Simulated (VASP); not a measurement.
Here is a VASP 6.6.1 calculation.

The input INCAR:

```
  PREC = Accurate
  ENCUT = 520
  EDIFF = 1E-6
  ISMEAR = 0
  SIGMA = 0.1
  LREAL = F
  LASPH = T
  NELM = 60
  ALGO = Fast
  ISIF = 2
  LWAVE = F
  LCHARG = T
  GGA = PE
  LELF = T
  LVHAR = T
  NBANDS = 13
```

KPOINTS

```
regular mesh
0
Gamma
  3 3 4
```

Contents of POSCAR:

```
Be3Si
1.0
   -1.7055660000      1.7055660000      3.4231330000
    1.7055660000     -1.7055660000      3.4231330000
    1.7055660000      1.7055660000     -3.4231330000
Be Si
3 1
Direct
    0.7500000000      0.2500000000      0.5000000000
    0.2500000000      0.7500000000      0.5000000000
    0.5000000000      0.5000000000      0.0000000000
    0.0000000000      0.0000000000      0.0000000000
```

Potentials or basis: VASP PAW PBE potentials, release 64 (Be, Si).

The run is started by

```console
$ cat potpaw_PBE.64/Be/POTCAR potpaw_PBE.64/Si/POTCAR > POTCAR
$ mpirun -np 1 vasp_std > vasp.out
```

(1) What does it give for the band gap on the k mesh?

(2) What does it give for the pressure?

## Answers

(1) zero (band 5 reaches 11.34 eV, above the bottom of band 6 at 6.46 eV).

(2) -2.1 GPa.

Caveat: the k points lie up to 0.69 Å⁻¹ apart.
